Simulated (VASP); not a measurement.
# Zn (P6_3/mmc) in VASP: a series of runs

Runs on Zn. Level: PBEsol. Tasks: single point, relaxation of volume and atoms at fixed shape.

All numbers are computed with VASP 6.6.1; they aren't measurements. Logs are shortened: lines on timing, memory, paths and dates and some standing lists are left out, and cuts for length are marked.

## 1. The cell of the first run

Symmetry: P6_3/mmc, No. 194, hexagonal system. The conventional cell has a = 2.604 Å, b = 2.604 Å, c = 4.844 Å, α = 90.00°, β = 90.00°, γ = 120.00°. Within 3.4 Å of Zn (site symmetry -6m2) lie 12 Zn at 2.60 to 2.85 Å.

## 2. Single point, PBEsol

Input file INCAR:

```
SYSTEM = Zn
PREC = Accurate
ENCUT = 520
EDIFF = 1E-7
ISMEAR = -1
SIGMA = 0.1
LREAL = .False.
LASPH = .True.
NELM = 80
ALGO = Normal
ISIF = 2
LWAVE = .False.
LCHARG = .True.
GGA = PS
LELF = .True.
LVHAR = .True.
NBANDS = 19
```

Input file KPOINTS:

```
regular mesh
0
Gamma
  11 11 5
  0 0 0
```

Input file POSCAR:

```
Zn
1.0
    2.6042623651      0.0000000000      0.0000000000
   -1.3021311825      2.2553573663      0.0000000000
    0.0000000000      0.0000000000      4.8437329212
Zn
2
Direct
    0.3333333333      0.6666666667      0.2500000000
    0.6666666667      0.3333333333      0.7500000000
```

Potentials or basis: VASP PAW PBE potentials, release 64 (Zn).

Launch:

```sh
> cat potpaw_PBE.64/Zn/POTCAR > POTCAR
> mpirun -np 1 vasp_std > vasp.out
```

OUTCAR:

```text
SYSTEM = Zn
   PREC = Accurate
   ENCUT = 520
   EDIFF = 1E-7
   ISMEAR = -1
   LREAL = .False.
   LASPH = .True.
   NELM = 80
   ISIF = 2
   GGA = PS

 ion  position               nearest neighbor table
   1  0.333  0.667  0.250-   2 2.85   2 2.85   2 2.85   2 2.85   2 2.85   2 2.85
   2  0.667  0.333  0.750-   1 2.85   1 2.85   1 2.85   1 2.85   1 2.85   1 2.85

  LATTYP: Found a hexagonal cell.
 ALAT       =     2.6042623651
 C/A-ratio  =     1.8599250928

  Lattice vectors:

 A1 = (   2.6042623651,   0.0000000000,   0.0000000000)
 A2 = (  -1.3021311825,   2.2553573663,   0.0000000000)
 A3 = (   0.0000000000,   0.0000000000,   4.8437329212)

Analysis of symmetry for initial positions (statically):
=====================================================================
 Subroutine PRICEL returns:
 Original cell was already a primitive cell.

 Routine SETGRP: Setting up the symmetry group for a
 hexagonal supercell.

 Subroutine GETGRP returns: Found 24 space group operations
 (whereof 12 operations were pure point group operations)
 out of a pool of 24 trial point group operations.

The static configuration has the point symmetry D_3d.
 The point group associated with its full space group is D_6h.

Analysis of symmetry for dynamics (positions and initial velocities):
=====================================================================
 Subroutine PRICEL returns:
 Original cell was already a primitive cell.

 Routine SETGRP: Setting up the symmetry group for a
 hexagonal supercell.

 Subroutine GETGRP returns: Found 24 space group operations
 (whereof 12 operations were pure point group operations)
 out of a pool of 24 trial point group operations.

The dynamic configuration has the point symmetry D_3d.
 The point group associated with its full space group is D_6h.

 Subroutine INISYM returns: Found 24 space group operations
 (whereof 12 operations are pure point group operations),
 and found     1 'primitive' translations

----------------------------------------------------------------------------------------

                                     Primitive cell

  volume of cell :      28.4499

  direct lattice vectors                    reciprocal lattice vectors
     2.604262365  0.000000000  0.000000000     0.383985889  0.221694356  0.000000000
    -1.302131182  2.255357366  0.000000000     0.000000000  0.443388713  0.000000000
     0.000000000  0.000000000  4.843732921     0.000000000  0.000000000  0.206452341

  length of vectors
     2.604262365  2.604262365  4.843732921     0.443388713  0.443388713  0.206452341

  position of ions in fractional coordinates (direct lattice)
     0.333333333  0.666666667  0.250000000
     0.666666667  0.333333333  0.750000000

  ion indices of the primitive-cell ions
   primitive index   ion index
                 1           1
                 2           2

----------------------------------------------------------------------------------------

 KPOINTS: regular mesh

Automatic generation of k-mesh.
 Grid dimensions read from file:
 generate k-points for:   11   11    5

 Generating k-lattice:

  Cartesian coordinates                     Fractional coordinates (reciprocal lattice)
     0.034907808  0.020154032  0.000000000     0.090909091  0.000000000  0.000000000
     0.000000000  0.040308065  0.000000000     0.000000000  0.090909091  0.000000000
     0.000000000  0.000000000  0.041290468     0.000000000  0.000000000  0.200000000

  Length of vectors
     0.040308065  0.040308065  0.041290468

  Shift w.r.t. Gamma in fractional coordinates (k-lattice)
     0.000000000  0.000000000  0.000000000

 Subroutine IBZKPT returns following result:
 ===========================================

 Found     48 irreducible k-points:

 Following reciprocal coordinates:
            Coordinates               Weight
  0.000000  0.000000  0.000000      1.000000
  0.090909 -0.000000  0.000000      6.000000
  0.181818  0.000000  0.000000      6.000000
  0.272727  0.000000  0.000000      6.000000
  0.363636  0.000000  0.000000      6.000000
  0.454545  0.000000  0.000000      6.000000
[... 16 lines left out ...]
  0.090909  0.090909  0.200000     12.000000
  0.181818  0.090909  0.200000     24.000000
 [... further k-points ...]
   k-points           NKPTS =     48   k-points in BZ     NKDIM =     48   number of bands    NBANDS=     19
   number of dos      NEDOS =    301   number of ions     NIONS =      2
   total plane-waves  NPLWV =  14400
   dimension x,y,z NGX =    20 NGY =   20 NGZ =   36
   dimension x,y,z NGXF=    40 NGYF=   40 NGZF=   72
   ions per type =               2
   NGX,Y,Z   is equivalent  to a cutoff of  12.77, 12.77, 12.36 a.u.
   NGXF,Y,Z  is equivalent  to a cutoff of  25.53, 25.53, 24.71 a.u.
 SYSTEM =  Zn
   PREC   = accura    normal or accurate (medium, high low for compatibility)
   ISTART =      0    job   : 0-new  1-cont  2-samecut
   ICHARG =      2    charge: 1-file 2-atom 10-const
   ISPIN  =      1    spin polarized calculation?
   LNONCOLLINEAR =      F non collinear calculations
   LSORBIT =      F    spin-orbit coupling
   LASPH  =      T    aspherical Exc in radial PAW
   ENCUT  =  520.0 eV  38.22 Ry    6.18 a.u.   4.84  4.84  9.01*2*pi/ulx,y,z
   NELM   =     80;   NELMIN=  2; NELMDL= -5     # of ELM steps
   EDIFF  = 0.1E-06   stopping-criterion for ELM
   LREAL  =      F    real-space projection
   EDIFFG = 0.1E-05   stopping-criterion for IOM
   NSW    =      0    number of steps for IOM
   IBRION =     -1    ionic relax: 0-MD 1-quasi-New 2-CG
   NFREE  =      0    steps in history (QN), initial steepest desc. (CG)
   ISIF   =      2    stress and relaxation
   ISYM   =      2    0-nonsym 1-usesym 2-fastsym
   POTIM  = 0.5000    time-step for ionic-motion
   TEBEG  =    0.0;   TEEND  =   0.0 temperature during run
   PSTRESS=    0.0 pullay stress
   NELECT =      24.0000    total number of electrons
   NUPDOWN=      -1.0000    fix difference up-down
   EMIN   =  10.00;   EMAX   =-10.00  energy-range for DOS
   EFERMI =   0.00;   METHOD = LEGACY
   ISMEAR =    -1;   SIGMA  =   0.10  broadening in eV -4-tet -1-fermi 0-gaus
   EFERMI_NEDOS =   21; number of points for ismear=-14 and -15
   IALGO  =     38    algorithm
   IMIX   =      4    mixing-type and parameters
     AMIX     =   0.40;   BMIX     =  1.00
     AMIX_MAG =   1.60;   BMIX_MAG =  1.00
  volume/ion in A,a.u.               =      14.22        95.99
  Fermi-wavevector in a.u.,A,eV,Ry     =   1.546863  2.923147 32.555813  2.392785
  Thomas-Fermi vector in A             =   2.652038
   LORBIT       =      0    0 simple, 1 ext, 2 COOP (PROOUT), +10 PAW based schemes
   GGA     = PS    functional components
   LHFCALC =     F    Hartree Fock is set to
   AEXX    =    0.0000 exact exchange contribution
   IVDW    =     0    specifies the selected vdW correction
   LEPSILON=     F    determine dielectric tensor
   LRPA    =     F    only Hartree local field effects (RPA)
 non-spin polarized calculation
  energy-cutoff  :      520.00
  volume of cell :       28.45
 maximum number of plane-waves:       775
 NGX is ok and might be reduce to    20
   NGX =  9   NGY =  9   NGZ = 19

 number of electron      24.0000031 magnetization

 Free energy of the ion-electron system (eV)
  ---------------------------------------------------
  ext. energy  EPLUGINS =         0.00000000
  ---------------------------------------------------
  free energy    TOTEN  =        -3.15977914 eV

  energy without entropy =       -3.14438885  energy(sigma->0) =       -3.15208399

 E-fermi :   3.4148     XC(G=0): -12.0561

 val. band max:        3.3394433603   @ k =   0.1818   0.1818   0.0000
 cond. band min:       3.4650304903   @ k =   0.3636   0.2727   0.4000
 fundamental gap:      0.1255871300
 Fermi energy:         3.4148327437

 k-point     1 :       0.0000    0.0000    0.0000
  band No.  band energies     occupation
      1      -7.5353      2.00000
      2      -5.4858      2.00000
      3      -4.6692      2.00000
      4      -4.4029      2.00000
      5      -4.4029      2.00000
      6      -4.3457      2.00000
[... 11 lines left out ...]
     18      23.2723      0.00000
     19      23.4138      0.00000

 k-point     2 :       0.0909   -0.0000    0.0000
  band No.  band energies     occupation
      1      -7.2791      2.00000
      2      -5.3685      2.00000
      3      -4.6424      2.00000
      4      -4.4289      2.00000
      5      -4.3736      2.00000
      6      -4.3384      2.00000
[... 11 lines left out ...]
     18      21.9244      0.00000
     19      24.1908      0.00000

 k-point     3 :       0.1818    0.0000    0.0000
  band No.  band energies     occupation
      1      -6.5435      2.00000
      2      -5.1115      2.00000
      3      -4.6079      2.00000
      4      -4.4831      2.00000
      5      -4.3410      2.00000
      6      -4.3204      2.00000
[... 11 lines left out ...]
     18      20.2329      0.00000
     19      20.6759      0.00000

 k-point     4 :       0.2727    0.0000    0.0000
  band No.  band energies     occupation
      1      -5.5770      2.00000
      2      -5.0271      2.00000
      3      -4.6370      2.00000
      4      -4.5082      2.00000
      5      -4.4076      2.00000
      6      -4.2159      2.00000
[... 11 lines left out ...]
     18      19.3369      0.00000
     19      20.5030      0.00000

 k-point     5 :       0.3636    0.0000    0.0000
  band No.  band energies     occupation
      1      -5.2132      2.00000
      2      -5.1084      2.00000
      3      -4.8572      2.00000
      4      -4.3549      2.00000
      5      -4.3419      2.00000
      6      -4.1957      2.00000
[... 11 lines left out ...]
     18      18.7304      0.00000
     19      20.4405      0.00000

 k-point     6 :       0.4545    0.0000    0.0000
  band No.  band energies     occupation
      1      -5.2403      2.00000
      2      -5.1543      2.00000
      3      -4.9658      2.00000
      4      -4.4159      2.00000
      5      -4.2516      2.00000
      6      -4.2322      2.00000
[... 11 lines left out ...]
     18      18.4299      0.00000
     19      19.7579      0.00000

 k-point     7 :       0.0909    0.0909    0.0000
  band No.  band energies     occupation
      1      -6.7803      2.00000
      2      -5.1707      2.00000
      3      -4.6220      2.00000
      4      -4.4481      2.00000
      5      -4.4301      2.00000
      6      -4.2082      2.00000
[... 11 lines left out ...]
     18      21.8633      0.00000
     19      22.5721      0.00000

 k-point     8 :       0.1818    0.0909    0.0000
  band No.  band energies     occupation
      1      -5.8782      2.00000
      2      -4.9511      2.00000
      3      -4.6211      2.00000
      4      -4.5127      2.00000
      5      -4.5061      2.00000
      6      -4.3218      2.00000
[... 256 lines left out ...]
 k-point    20 :       0.2727    0.0000    0.2000
  band No.  band energies     occupation
      1      -5.4575      2.00000
      2      -5.0111      2.00000
      3      -4.6620      2.00000
      4      -4.5881      2.00000
      5      -4.3908      2.00000
      6      -4.1070      2.00000
[... 11 lines left out ...]
     18      19.1510      0.00000
     19      19.9480      0.00000

 k-point    21 :       0.3636    0.0000    0.2000
  band No.  band energies     occupation
      1      -5.2205      2.00000
      2      -5.1163      2.00000
      3      -4.8222      2.00000
      4      -4.5949      2.00000
      5      -4.2166      2.00000
      6      -4.1569      2.00000
[... 11 lines left out ...]
     18      18.5394      0.00000
     19      19.2067      0.00000

 k-point    22 :       0.4545    0.0000    0.2000
  band No.  band energies     occupation
      1      -5.2343      2.00000
      2      -5.2100      2.00000
      3      -4.9047      2.00000
      4      -4.6164      2.00000
      5      -4.1891      2.00000
      6      -4.1404      2.00000
[... 11 lines left out ...]
     18      18.5220      0.00000
     19      18.5718      0.00000

 k-point    23 :       0.0909    0.0909    0.2000
  band No.  band energies     occupation
      1      -6.5417      2.00000
      2      -5.1750      2.00000
      3      -4.6140      2.00000
      4      -4.4887      2.00000
      5      -4.4632      2.00000
      6      -4.2332      2.00000
[... 11 lines left out ...]
     18      20.1303      0.00000
     19      23.4537      0.00000

 k-point    24 :       0.1818    0.0909    0.2000
  band No.  band energies     occupation
      1      -5.6907      2.00000
      2      -4.9277      2.00000
      3      -4.6230      2.00000
      4      -4.5749      2.00000
      5      -4.5222      2.00000
      6      -4.3655      2.00000
[... 11 lines left out ...]
     18      18.3631      0.00000
     19      21.2293      0.00000

 [... further k-points ...]

------------------------ aborting loop because EDIFF is reached ----------------------------------------

  FORCE on cell =-STRESS in cart. coord.  units (eV):
  Direction    XX          YY          ZZ          XY          YZ          ZX
  --------------------------------------------------------------------------------------
  -------------------------------------------------------------------------------------
  Total        0.3274836      0.3274836     -0.4059140      0.0000000     -0.0000000      0.0000000
  in kB       18.4425034     18.4425034    -22.8593761      0.0000000     -0.0000000      0.0000000
  external PRESSURE =       4.6752102 kB  Pullay stress =       0.0000000 kB

 VOLUME and BASIS-vectors are now :
 -----------------------------------------------------------------------------
  energy-cutoff  :      520.00
  volume of cell :       28.45
      direct lattice vectors                 reciprocal lattice vectors
     2.604262365  0.000000000  0.000000000     0.383985889  0.221694356  0.000000000
    -1.302131182  2.255357366  0.000000000     0.000000000  0.443388713  0.000000000
     0.000000000  0.000000000  4.843732921     0.000000000  0.000000000  0.206452341

 POSITION                                       TOTAL-FORCE (eV/Angst)
 -----------------------------------------------------------------------------------
     -0.00000      1.50357      1.21093         0.000000      0.000000     -0.000000
      1.30213      0.75179      3.63280        -0.000000      0.000000      0.000000
 -----------------------------------------------------------------------------------
    total drift:                               -0.000000      0.000000      0.000000

  FREE ENERGIE OF THE ION-ELECTRON SYSTEM (eV)
  ---------------------------------------------------
  free  energy   TOTEN  =        -3.1597791369 eV

  energy  without entropy=       -3.1443888530  energy(sigma->0) =       -3.15208399
```

It took 15 s on 1 thread of Intel Xeon Platinum 8488C (Sapphire Rapids), shared host; peak memory 0.15 GiB.

What came out:

```yaml
Free_energy: -3.1598 eV
Pressure: 0.5 GPa
Band_gap_on_the_k_mesh: zero (band 12 reaches 5.17 eV, above the bottom of band 13 at 0.43 eV)
```

Caveat: the PAW data sets were made with another functional, which shifts forces and pressure a little.

## 3. Relaxation of volume and atoms at fixed shape, PBEsol

This run uses another cell than the first one, of 15.33 Å³/atom, 1.078 times its volume.

Input file INCAR:

```
SYSTEM = Zn
  PREC = Accurate
  ENCUT = 600
  EDIFF = 1E-6
  ISMEAR = -1
  SIGMA = 0.1
  LREAL = .FALSE.
  LASPH = .TRUE.
  NELM = 100
  ALGO = Normal
  ISIF = 8
  LWAVE = .FALSE.
  LCHARG = .FALSE.
  GGA = PS
  IBRION = 2
  NSW = 60
  EDIFFG = -0.01
```

Input file KPOINTS:

```
Automatic mesh
0
G
  11 11 5
  0 0 0
```

Input file POSCAR:

```
Zn
1.0
    2.6700000000      0.0000000000      0.0000000000
   -1.3350000000      2.3122878300      0.0000000000
    0.0000000000      0.0000000000      4.9660000000
Zn
2
Direct
    0.3333333333      0.6666666667      0.2500000000
    0.6666666667      0.3333333333      0.7500000000
```

Potentials or basis: VASP PAW PBE potentials, release 64 (Zn).

Launch:

```sh
> cat potpaw_PBE.64/Zn/POTCAR > POTCAR
> mpirun -np 1 vasp_std > vasp.out
```

It took 36 s on 1 thread of Intel Xeon Platinum 8488C (Sapphire Rapids), shared host; peak memory 0.17 GiB.

It converged, with:

```yaml
Free_energy: -3.1605 eV
Relaxed_volume: 14.28 Å³/atom
Relaxed_cell: a = 2.608 Å, b = 2.608 Å, c = 4.850 Å, α = 90.00°, β = 90.00°, γ = 120.00°
Space_group_after_relaxing_to_0.05_Å: P6_3/mmc (No. 194)
Energy_gained_by_relaxing: 18.9 meV/atom
Ionic_steps: 3
Pressure_after_relaxing: 0.0 GPa
Band_gap_on_the_k_mesh: zero (band 12 reaches 5.14 eV, above the bottom of band 13 at 0.39 eV)
```

Stress tensor (GPa, compression positive):
```
 1.34  0.00  0.00
 0.00  1.34  0.00
 0.00  0.00 -2.60
```

The path:
```tsv
step	energy change (eV)	largest force (eV/Å)	pressure (GPa)	volume (Å³)
1	0.0000	0.0000	-5.36	30.66
2	-0.0377	0.0000	0.39	28.44
3	-0.0378	0.0000	0.03	28.56
```

Final structure:
```
Zn
1.0
     2.60762    0.00000    0.00000
    -1.30381    2.25827    0.00000
     0.00000    0.00000    4.84998
Zn
2
Direct
  0.33333 0.66667 0.25000
  0.66667 0.33333 0.75000
```

Levels at points of the mesh, in eV from the Fermi level:
```
           k point  band 10  band 11  band 12  band 13  band 14  band 15
(0.00, 0.00, 0.00)    -7.15    -7.15    -3.97    -3.00    14.13    17.86
```

Caveat: the PAW data sets were made with another functional, which shifts forces and pressure a little.
